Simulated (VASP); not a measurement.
A run of VASP 6.6.1 is set up as follows.

The input INCAR:

```
  PREC = Accurate
  ENCUT = 520
  EDIFF = 1E-6
  ISMEAR = 0
  SIGMA = 0.15
  LREAL = F
  LASPH = T
  NELM = 100
  ALGO = Fast
  ISIF = 2
  LWAVE = F
  LCHARG = F
  GGA = PS
  NBANDS = 38
```

Contents of KPOINTS:

```
Automatic mesh
0
Gamma
  12 12 6
```

POSCAR

```
TaSi2
1.0
    4.7608595394      0.0000000000      0.0000000000
   -2.3804297697      4.1230253050      0.0000000000
    0.0000000000      0.0000000000      6.5557841079
Ta Si
3 6
Direct
    0.4878729825     -0.0242540350      0.5000000000
    0.4878729825      0.4757459650      0.8333333333
   -0.0121270175      0.4757459650      0.1666666667
    0.1592675424      0.3185350849      0.5000000000
    0.8407324576      0.1592675424      0.8333333333
    0.6814649151      0.8407324576      0.1666666667
    0.8407324576      0.6814649151      0.5000000000
    0.1592675424      0.8407324576      0.8333333333
    0.3185350849      0.1592675424      0.1666666667
```

Potentials or basis: VASP PAW PBE potentials, release 64 (Ta_pv, Si).

Run with:

```bash
$ cat potpaw_PBE.64/Ta_pv/POTCAR potpaw_PBE.64/Si/POTCAR > POTCAR
$ mpirun -np 1 vasp_std > vasp.out
```

Question: Predict the band gap on the k mesh.

Answer: Zero (an odd number of electrons rules out a gap without spin polarisation).

Question: Estimate the largest force.

Answer: 1.327 eV/Å.

Question: Estimate the pressure.

Answer: 1.0 GPa.

Forces in eV/Å, atoms in the order of the input:
```
Ta   0.000  1.000  0.000
Ta   0.182  1.314 -0.030
Ta  -0.182  1.314  0.030
Si   0.000 -0.504  0.000
Si  -0.120 -0.604 -0.400
Si   0.096 -0.733 -0.342
Si   0.000 -0.451  0.000
Si  -0.096 -0.733  0.342
Si   0.120 -0.604  0.400
```

Caveat: the cell differs from its parent crystal (all Ta atoms moved -0.100 Å, as atom 1 along Cartesian [0 1 0]); the PAW data sets were made with another functional, which shifts forces and pressure a little; spin-orbit coupling is left out, which moves the levels of the heavy elements.
